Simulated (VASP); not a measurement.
# MgS (P6_3mc) in VASP: notebook, part 2 of 2

VASP 6.6.1. The steps go on from the part before.

## (4) Single point, r2SCAN (volume changed by -6%)

POSCAR reads:

```
MgS
1.0
    3.9463857026      0.0000000000      0.0000000000
   -1.9731928513      3.4176702716      0.0000000000
    0.0000000000      0.0000000000      6.3226335295
Mg S
2 2
Direct
    0.3333333333      0.6666666667     -0.0028727188
    0.6666666667      0.3333333333      0.4971272812
    0.3333333333      0.6666666667      0.3778727188
    0.6666666667      0.3333333333      0.8778727188
```

INCAR.step1 reads:

```
SYSTEM = MgS
  PREC = Accurate
  ENCUT = 520
  ISMEAR = 0
  SIGMA = 0.01
  LREAL = .FALSE.
  LASPH = .TRUE.
  NELM = 60
  NBANDS = 16
  GGA = PE
  ALGO = Normal
  EDIFF = 1E-4
  LWAVE = .TRUE.
  LCHARG = .FALSE.
```

INCAR.step2 reads:

```
SYSTEM = MgS
  PREC = Accurate
  ENCUT = 520
  EDIFF = 1E-6
  ISMEAR = 0
  SIGMA = 0.01
  LREAL = .FALSE.
  LASPH = .TRUE.
  NELM = 60
  ALGO = Normal
  ISIF = 2
  LWAVE = .FALSE.
  LCHARG = .FALSE.
  METAGGA = R2SCAN
  LMIXTAU = .TRUE.
  NBANDS = 16
  ISTART = 1
```

KPOINTS reads:

```
Automatic mesh
0
G
  6 6 4
  0 0 0
```

Potentials or basis: VASP PAW PBE potentials, release 64 (Mg, S).

Launch:

```console
$ cat potpaw_PBE.64/Mg/POTCAR potpaw_PBE.64/S/POTCAR > POTCAR
$ cp INCAR.step1 INCAR
$ mpirun -np 1 vasp_std > vasp.out
$ cp INCAR.step2 INCAR
$ mpirun -np 1 vasp_std > vasp.out
```

OUTCAR:

```text
SYSTEM = MgS
   PREC = Accurate
   ENCUT = 520
   EDIFF = 1E-6
   ISMEAR = 0
   LREAL = .FALSE.
   LASPH = .TRUE.
   NELM = 60
   ISIF = 2
   METAGGA = R2SCAN
   ISTART = 1

 ion  position               nearest neighbor table
   1  0.333  0.667  0.997-   4 2.40   4 2.40   4 2.40   3 2.41
   2  0.667  0.333  0.497-   3 2.40   3 2.40   3 2.40   4 2.41
   3  0.333  0.667  0.378-   2 2.40   2 2.40   2 2.40   1 2.41
   4  0.667  0.333  0.878-   1 2.40   1 2.40   1 2.40   2 2.41

  LATTYP: Found a hexagonal cell.
 ALAT       =     3.9463857026
[... 595 lines left out ...]
  --------------------------------------------------------------------------------------
  -------------------------------------------------------------------------------------
  Total        2.1091084      2.1091084      2.0400726      0.0000000      0.0000000      0.0000000
  in kB       39.6261421     39.6261421     38.3290906      0.0000000      0.0000000      0.0000000
  external PRESSURE =      39.1937916 kB  Pullay stress =       0.0000000 kB

 VOLUME and BASIS-vectors are now :
 -----------------------------------------------------------------------------
  energy-cutoff  :      520.00
  volume of cell :       85.28
      direct lattice vectors                 reciprocal lattice vectors
     3.946385703  0.000000000  0.000000000     0.253396418  0.146298490  0.000000000
    -1.973192851  3.417670272  0.000000000     0.000000000  0.292596980  0.000000000
     0.000000000  0.000000000  6.322633530     0.000000000  0.000000000  0.158161942

 POSITION                                       TOTAL-FORCE (eV/Angst)
 -----------------------------------------------------------------------------------
     -0.00000      2.27845      6.30447         0.000000     -0.000000     -0.008940
      1.97319      1.13922      3.14315        -0.000000      0.000000     -0.008940
     -0.00000      2.27845      2.38915         0.000000      0.000000      0.008940
      1.97319      1.13922      5.55047         0.000000      0.000000      0.008940
 -----------------------------------------------------------------------------------
    total drift:                               -0.000000      0.000000      0.016283

  FREE ENERGIE OF THE ION-ELECTRON SYSTEM (eV)
  ---------------------------------------------------
  free  energy   TOTEN  =       -30.8767612441 eV

  energy  without entropy=      -30.8767612441  energy(sigma->0) =      -30.87676124
```

OSZICAR.step1:

```text
N       E                     dE             d eps       ncg     rms          rms(c)
DAV:   1     0.625206306608E+02    0.62521E+02   -0.60274E+03   672   0.813E+02
DAV:   2    -0.125029436714E+02   -0.75024E+02   -0.69025E+02   944   0.141E+02
DAV:   3    -0.178174490235E+02   -0.53145E+01   -0.52899E+01   928   0.402E+01
DAV:   4    -0.178783716064E+02   -0.60923E-01   -0.60903E-01   776   0.529E+00
DAV:   5    -0.178794543304E+02   -0.10827E-02   -0.10827E-02   912   0.711E-01    0.597E+00
DAV:   6    -0.169335791339E+02    0.94588E+00   -0.14403E+00   704   0.558E+00    0.467E+00
DAV:   7    -0.168609893057E+02    0.72590E-01   -0.40462E-01   840   0.300E+00    0.349E+00
DAV:   8    -0.168784611697E+02   -0.17472E-01   -0.38737E-02   744   0.134E+00    0.228E+00
DAV:   9    -0.168762940193E+02    0.21672E-02   -0.45460E-03   752   0.473E-01    0.405E-01
DAV:  10    -0.168767517776E+02   -0.45776E-03   -0.15491E-03   856   0.182E-01    0.123E-01
DAV:  11    -0.168767987912E+02   -0.47014E-04   -0.17352E-04   704   0.733E-02
   1 F= -.16876799E+02 E0= -.16876799E+02  d E =-.478346E-18
```

It took 56 s on 1 thread of Intel Xeon 6975P-C (Granite Rapids), shared host; peak memory 0.21 GiB.

What came out:

```yaml
Free_energy: -30.8768 eV
Pressure: 3.9 GPa
Largest_force: 0.009 eV/Å
Band_gap_on_the_k_mesh: 4.47 eV, direct
```

Forces in eV/Å, atoms in the order of the input:
```
Mg   0.000  0.000 -0.009
Mg   0.000  0.000 -0.009
S    0.000  0.000  0.009
S    0.000  0.000  0.009
```

Caveat: the PAW data sets were made with another functional, which shifts forces and pressure a little.

## (5) Single point, r2SCAN (volume changed by -3%)

POSCAR reads:

```
MgS
1.0
    3.9879296577      0.0000000000      0.0000000000
   -1.9939648288      3.4536483920      0.0000000000
    0.0000000000      0.0000000000      6.3891924579
Mg S
2 2
Direct
    0.3333333333      0.6666666667     -0.0028727188
    0.6666666667      0.3333333333      0.4971272812
    0.3333333333      0.6666666667      0.3778727188
    0.6666666667      0.3333333333      0.8778727188
```

INCAR.step1 reads:

```
PREC = Accurate
ENCUT = 520
ISMEAR = 0
SIGMA = 0.01
LREAL = F
LASPH = T
NELM = 60
NBANDS = 16
GGA = PE
ALGO = Normal
EDIFF = 1E-4
LWAVE = T
LCHARG = F
```

INCAR.step2 reads:

```
PREC = Accurate
ENCUT = 520
EDIFF = 1E-6
ISMEAR = 0
SIGMA = 0.01
LREAL = F
LASPH = T
NELM = 60
ALGO = Normal
ISIF = 2
LWAVE = F
LCHARG = T
METAGGA = R2SCAN
LMIXTAU = T
LELF = T
LVHAR = T
NBANDS = 16
ISTART = 1
```

KPOINTS reads:

```
Automatic mesh
0
Gamma
  6 6 4
```

Potentials or basis: VASP PAW PBE potentials, release 64 (Mg, S).

Launch:

```console
$ cat potpaw_PBE.64/Mg/POTCAR potpaw_PBE.64/S/POTCAR > POTCAR
$ cp INCAR.step1 INCAR
$ mpirun -np 1 vasp_std > vasp.out
$ cp INCAR.step2 INCAR
$ mpirun -np 1 vasp_std > vasp.out
```

OUTCAR:

```text
PREC = Accurate
   ENCUT = 520
   EDIFF = 1E-6
   ISMEAR = 0
   LREAL = F
   LASPH = T
   NELM = 60
   ISIF = 2
   METAGGA = R2SCAN
   ISTART = 1

 ion  position               nearest neighbor table
   1  0.333  0.667  0.997-   4 2.43   4 2.43   4 2.43   3 2.43
   2  0.667  0.333  0.497-   3 2.43   3 2.43   3 2.43   4 2.43
   3  0.333  0.667  0.378-   2 2.43   2 2.43   2 2.43   1 2.43
   4  0.667  0.333  0.878-   1 2.43   1 2.43   1 2.43   2 2.43

  LATTYP: Found a hexagonal cell.
[... 595 lines left out ...]
  Direction    XX          YY          ZZ          XY          YZ          ZX
  --------------------------------------------------------------------------------------
  -------------------------------------------------------------------------------------
  Total        0.9204483      0.9204483      0.8948095      0.0000000     -0.0000000      0.0000000
  in kB       16.7586250     16.7586250     16.2918190      0.0000000     -0.0000000      0.0000000
  external PRESSURE =      16.6030230 kB  Pullay stress =       0.0000000 kB

 VOLUME and BASIS-vectors are now :
 -----------------------------------------------------------------------------
  energy-cutoff  :      520.00
  volume of cell :       88.00
      direct lattice vectors                 reciprocal lattice vectors
     3.987929658  0.000000000  0.000000000     0.250756680  0.144774437  0.000000000
    -1.993964829  3.453648392  0.000000000     0.000000000  0.289548873  0.000000000
     0.000000000  0.000000000  6.389192458     0.000000000  0.000000000  0.156514302

 POSITION                                       TOTAL-FORCE (eV/Angst)
 -----------------------------------------------------------------------------------
     -0.00000      2.30243      6.37084        -0.000000     -0.000000     -0.002708
      1.99396      1.15122      3.17624         0.000000      0.000000     -0.002708
     -0.00000      2.30243      2.41430        -0.000000     -0.000000      0.002708
      1.99396      1.15122      5.60890        -0.000000     -0.000000      0.002708
 -----------------------------------------------------------------------------------
    total drift:                               -0.000000      0.000000      0.014407

  FREE ENERGIE OF THE ION-ELECTRON SYSTEM (eV)
  ---------------------------------------------------
  free  energy   TOTEN  =       -30.9240839280 eV

  energy  without entropy=      -30.9240839280  energy(sigma->0) =      -30.92408393
```

OUTCAR.step1:

```text
PREC = Accurate
   ENCUT = 520
   ISMEAR = 0
   LREAL = F
[... 625 lines left out ...]
     -0.00000      2.30243      6.37084         0.000000      0.000000     -0.009610
      1.99396      1.15122      3.17624         0.000000     -0.000000     -0.009610
     -0.00000      2.30243      2.41430        -0.000000      0.000000      0.009610
      1.99396      1.15122      5.60890         0.000000     -0.000000      0.009610
 -----------------------------------------------------------------------------------
    total drift:                               -0.000000      0.000000      0.000124

  FREE ENERGIE OF THE ION-ELECTRON SYSTEM (eV)
  ---------------------------------------------------
  free  energy   TOTEN  =       -16.9440892469 eV

  energy  without entropy=      -16.9440892469  energy(sigma->0) =      -16.94408925
```

It took 56 s on 1 thread of Intel Xeon 6975P-C (Granite Rapids), shared host; peak memory 0.21 GiB.

What came out:

```yaml
Free_energy: -30.9241 eV
Pressure: 1.7 GPa
Band_gap_on_the_k_mesh: 4.30 eV, direct
```

Forces on the atoms (eV/Å):
```
Mg   0.000  0.000 -0.003
Mg   0.000  0.000 -0.003
S    0.000  0.000  0.003
S    0.000  0.000  0.003
```

Levels at points of the mesh, in eV from the valence-band top:
| k point | band 4 | band 5 | band 6 | band 7 | band 8 | band 9 | band 10 | band 11 | band 12 | band 13 |
| --- | --- | --- | --- | --- | --- | --- | --- | --- | --- | --- |
| (0.00, 0.00, 0.00) | -0.55 | -0.55 | -0.12 | -0.12 | 0.00 | 4.30 | 5.51 | 8.20 | 8.20 | 8.92 |
| (0.50, 0.00, 0.00) | -2.49 | -1.94 | -1.26 | -0.96 | -0.45 | 5.31 | 5.71 | 6.57 | 8.12 | 9.14 |
| (0.00, 0.00, 0.50) | -1.95 | -0.34 | -0.34 | -0.34 | -0.34 | 5.76 | 5.76 | 8.33 | 8.33 | 8.33 |
| (0.50, 0.00, 0.50) | -3.19 | -0.90 | -0.90 | -0.83 | -0.83 | 5.22 | 5.22 | 6.98 | 6.98 | 9.99 |

Caveat: the PAW data sets were made with another functional, which shifts forces and pressure a little.

## (6) The runs side by side

| level | cell | gap on the mesh (eV) | pressure (GPa) | largest force (eV/Å) |
| --- | --- | --- | --- | --- |
| PBE | a = 4.094, b = 4.094, c = 6.556 Å, angles 90.0, 90.0, 120.0°, 4 atoms | 3.23 | -1.7 | 0.01 |
| PBE | a = 4.133, b = 4.133, c = 6.619 Å, angles 90.0, 90.0, 120.0°, 4 atoms | 3.09 | -3.0 | 0.01 |
| r2SCAN | a = 3.946, b = 3.946, c = 6.323 Å, angles 90.0, 90.0, 120.0°, 4 atoms | 4.47 | 3.9 | 0.01 |
| r2SCAN | a = 3.988, b = 3.988, c = 6.389 Å, angles 90.0, 90.0, 120.0°, 4 atoms | 4.30 | 1.7 | - |

Alike in all rows: task single point; potentials or basis VASP PAW PBE potentials, release 64 (Mg, S); no spin polarisation; k mesh 6 × 6 × 4; cutoff (eV) 520; smearing gaussian 0.01 eV.

Caveats: the PAW data sets were made with another functional, which shifts forces and pressure a little (some runs).

Absolute energies hang on the potentials; compare differences alone.
